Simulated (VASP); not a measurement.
A run of VASP 6.6.1 is set up as follows.

File INCAR:

```
PREC = Accurate ; ENCUT = 520
EDIFF = 1E-6 ; ISMEAR = -1
SIGMA = 0.03 ; LREAL = F
LASPH = T ; NELM = 60
ALGO = Normal ; ISIF = 2
LWAVE = F ; LCHARG = T
GGA = CA ; LELF = T
LVHAR = T ; NBANDS = 16
```

File KPOINTS:

```
regular mesh
0
Gamma
  8 8 8
```

Contents of POSCAR:

```
ZnSe
1.0
    0.0000000000      2.8338000000      2.9188140000
    2.8338000000      0.0000000000      2.9188140000
    2.8338000000      2.8338000000      0.0000000000
Zn Se
1 1
Direct
    0.0000000000      0.0000000000      0.0000000000
    0.7500000000      0.7500000000      0.7500000000
```

Potentials or basis: VASP PAW LDA potentials, release 64 (Zn, Se).

Launch:

```console
$ cat potpaw_LDA.64/Zn/POTCAR potpaw_LDA.64/Se/POTCAR > POTCAR
$ mpirun -np 1 vasp_std > vasp.out
```

Question: Predict the band gap on the k mesh.

Answer: 0.91 eV, direct.

Question: What does it give for the pressure?

Answer: -4.7 GPa.

Stress tensor (GPa, compression positive):
```
-4.27  0.00  0.00
 0.00 -4.27  0.00
 0.00  0.00 -5.50
```

Caveat: the cell differs from its parent crystal (zz strain of +3 %).
